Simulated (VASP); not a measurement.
Input of a VASP 6.6.1 run:

The input INCAR:

```
PREC = Accurate
ENCUT = 520
EDIFF = 1E-6
ISMEAR = 0
SIGMA = 0.01
LREAL = False
LASPH = True
NELM = 100
ALGO = Normal
ISIF = 2
LWAVE = False
LCHARG = True
LELF = True
LVHAR = True
NBANDS = 11
```

Contents of KPOINTS:

```
Automatic mesh
0
Gamma
  10 10 10
```

Contents of POSCAR:

```
AlN
1.0
    2.1643823172      2.1643823172      0.0000000000
   -2.1643823172      2.1643823172      0.0000000000
    0.0000000000      2.1643823172      2.1643823172
Al N
1 1
Direct
    0.0000000000      0.0000000000      0.0000000000
    0.2500000000      0.7500000000      0.5000000000
```

Potentials or basis: VASP PAW LDA potentials, release 64 (Al, N).

Run with:

```console
$ cat potpaw_LDA.64/Al/POTCAR potpaw_LDA.64/N/POTCAR > POTCAR
$ mpirun -np 1 vasp_std > vasp.out
```

**Question.** Estimate the pressure.

**Answer.** 2.7 GPa.

**Question.** Predict the band gap on the k mesh.

**Answer.** 3.23 eV, indirect (least direct gap 4.48 eV).

A k mesh can miss the band edges. Expect the measured gap to be larger: semilocal functionals such as LDA lack the derivative discontinuity.
